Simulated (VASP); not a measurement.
Input of a VASP 6.6.1 run:

Contents of INCAR:

```
  PREC = Accurate
  ENCUT = 520
  EDIFF = 1E-6
  ISMEAR = 0
  SIGMA = 0.1
  LREAL = Auto
  LASPH = T
  NELM = 60
  ALGO = Fast
  ISIF = 2
  LWAVE = F
  LCHARG = T
  LDIPOL = T
  IDIPOL = 3
  DIPOL = 0.5 0.5 0.494
  GGA = PE
  LELF = T
  LVHAR = T
  LVACPOTAV = T
  NBANDS = 63
```

The input KPOINTS:

```
regular mesh
0
Gamma
  4 3 1
```

POSCAR

```
C
1.0
    7.3685104800      0.0000000000      0.0000000000
    0.0000000000      8.5238033600      0.0000000000
    0.0000000000      0.0000000000     25.0903524755
C
23
Direct
    0.3333333333      0.0000000000      0.3587036096
    0.6666666667      0.0000000000      0.3587036096
    1.0000000000      0.0000000000      0.3587036096
    0.1666666667      0.0000000000      0.3869628897
    0.5000000000      0.0000000000      0.3869628897
    0.8333333333      0.0000000000      0.3869628897
    0.1666666667      0.0000000000      0.4434814399
    0.5000000000      0.0000000000      0.4434814399
    0.8333333333      0.0000000000      0.4434814399
    0.0000000000      0.0000000000      0.4717407199
    0.3333333333      0.0000000000      0.4717407199
    0.6666666667      0.0000000000      0.4717407199
    0.3326228727      0.0000000000      0.5292062780
    0.6666666667      0.0000000000      0.5277076354
    1.0007104607      0.0000000000      0.5292062780
    0.1666666667      0.0000000000      0.5583901830
    0.5027190981      0.0000000000      0.5562882943
    0.8306142352      0.0000000000      0.5562882943
    0.1666666667      0.0000000000      0.6176796231
    0.4870392743      0.0000000000      0.6118592979
    0.8462940591      0.0000000000      0.6118592979
   -0.0093668948      0.0000000000      0.6380628970
    0.3427002281      0.0000000000      0.6380628970
```

Potentials or basis: VASP PAW PBE potentials, release 64 (C).

The run is started by

```sh
$ cat potpaw_PBE.64/C/POTCAR > POTCAR
$ mpirun -np 1 vasp_std > vasp.out
```

(1) What does it give for the band gap on the k mesh?

(2) Predict the largest force.

Answers

(1) zero (bands 46 and 47 overlap by 0.03 eV).

(2) 2.794 eV/Å.

Caveat: the cell differs from its parent crystal (atoms taken out, then relaxed in part).
